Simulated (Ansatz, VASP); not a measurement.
Ta4C3: VASP beside Ansatz

INCAR

```
SYSTEM = Ta4C3
ALGO = Normal
EDIFF = 1E-6
ENCUT = 520
GGA = PS
ISIF = 2
ISMEAR = 0
LASPH = .TRUE.
LCHARG = .TRUE.
LELF = .TRUE.
LREAL = .FALSE.
LVHAR = .TRUE.
LWAVE = .FALSE.
NBANDS = 37
NELM = 100
PREC = Accurate
SIGMA = 0.15
```

KPOINTS

```
k-points
0
G
  14 14 4
  0 0 0
```

File POSCAR:

```
Ta4C3
1.0
   -3.1032734570      0.0000000000      0.0000000000
   -1.5516367285     -2.6875136487      0.0000000000
    0.6206546914      0.8958378829     10.1645109918
Ta C
4 3
Direct
    0.3165622206      0.3733722062      0.1893666186
    0.3416711600      0.6244616004      0.9426348013
    0.0001868096      0.2096180962      0.6981042887
    0.6586647438      0.7943974378      0.4524423133
    0.3294843505      0.5025935053      0.5770305159
    0.9788267075      0.9960170753      0.0573012258
   -0.0123209911      0.0845400888      0.3228702664
```

Input for Ansatz:

```yaml
crystal:
  lattice:
    - [-3.103273457, 0.0, 0.0]
    - [-1.5516367285, -2.6875136487, 0.0]
    - [0.6206546914, 0.8958378829, 10.1645109918]
  atoms:
    - { symbol: Ta, position: [0.3165622206, 0.3733722062, 0.1893666186] }
    - { symbol: Ta, position: [0.34167116, 0.6244616004, 0.9426348013] }
    - { symbol: Ta, position: [0.0001868096, 0.2096180962, 0.6981042887] }
    - { symbol: Ta, position: [0.6586647438, 0.7943974378, 0.4524423133] }
    - { symbol: C, position: [0.3294843505, 0.5025935053, 0.5770305159] }
    - { symbol: C, position: [0.9788267075, 0.9960170753, 0.0573012258] }
    - { symbol: C, position: [-0.0123209911, 0.0845400888, 0.3228702664] }
basis:
  ecutwfc: 420
kpoints:
  mp_grid: { grid: [14, 14, 4] }
hamiltonian:
  xc: pbesol
scf:
  occupations: { method: gaussian, width: 0.15 }
output:
  forces: true
  stress: true
  eigenvalues: true
```

Alike in both runs: task single point; functional PBEsol; k mesh 14 × 14 × 4; occupations gaussian, width 0.15 eV; no spin polarisation.

|  | VASP | Ansatz |
| --- | --- | --- |
| version | VASP 6.6.1 | Ansatz 0.2.0 |
| potentials or method | VASP PAW PBE potentials, release 64 (Ta_pv, C), cutoff 520 eV | scalar-relativistic, plane waves, PAW |
| valence electrons in the cell | 56 | 64 |

|  | VASP | Ansatz | Ansatz less VASP |
| --- | --- | --- | --- |
| gap on the k mesh at the Fermi level (eV) | none | none | - |
| pressure (GPa) | 21.6 | 20.1 | -1.47 |
| traceless stress, the component that is largest in VASP (GPa) | 21.61 | 20.93 | -0.685 |
| rms of the force components (eV/Å) | 6.160 | 5.912 | -0.2484 |

VASP's potentials were made for PBE, not for PBEsol. Atom by atom the forces differ by 0.250 eV/Å (rms over components). A gap of «none» marks a metal or a gap that the smearing closes. VASP's potentials hold 56 valence electrons a cell and Ansatz's 64, so a difference there can come from the potentials and not from the codes.

Neither program's run includes spin-orbit coupling.
